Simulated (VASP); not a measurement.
# BeS: single point with PBEsol

Crystal: BeS.

```
CELL_PARAMETERS angstrom
0.00000 2.29343 2.33049
2.33049 0.00000 2.33049
2.33049 2.29343 0.00000
ATOMIC_POSITIONS crystal
Be 0.00000 0.00000 0.00000
S 0.75000 0.75000 0.75000
```

This cell differs from its parent crystal: volume 12.456 Å^3 an atom, c/a of the conventional cell 0.9841.

| Item | Value |
| --- | --- |
| Program | VASP 6.6.1 |
| Task | single point |
| Functional | PBEsol |
| Potentials or basis | VASP PAW PBE potentials, release 64 (Be, S) |
| Cutoff | 520 eV |
| k mesh | 10 × 10 × 10 |
| Occupations | gaussian, width 0.05 eV |
| Spin | no spin polarisation |
| Dipole correction | no |
| Further INCAR settings | ALGO = Normal; EDIFF = 1e-06; NBANDS = 11 |

The pressure is 16.0 GPa and the band gap on the k mesh is 2.42 eV, indirect (least direct gap 5.43 eV).

Stress tensor (GPa, compression positive):
```
15.47  0.00  0.00
 0.00 17.02  0.00
 0.00  0.00 15.47
```

Levels at points of the mesh, in eV from the valence-band top:
```
           k point  band 1  band 2  band 3  band 4  band 5  band 6  band 7  band 8
(0.00, 0.00, 0.00)  -14.77   -0.09   -0.09    0.00    5.43    5.45    5.45    6.83
(0.50, 0.00, 0.00)  -12.74   -6.87   -1.39   -1.23    5.76    6.26    6.47   11.50
(0.50, 0.50, 0.00)  -12.08   -5.92   -3.21   -3.18    2.57    4.63   13.70   13.84
(0.50, 0.00, 0.50)  -11.98   -5.79   -3.34   -3.34    2.42    4.48   13.78   13.78
```

Wall time 32 s on 1 thread of Intel Xeon 8259CL, with other jobs on the host, peak memory 0.15 GiB.

Caveat: the PAW data sets were made with another functional, which shifts forces and pressure a little. A k mesh can miss the band edges.
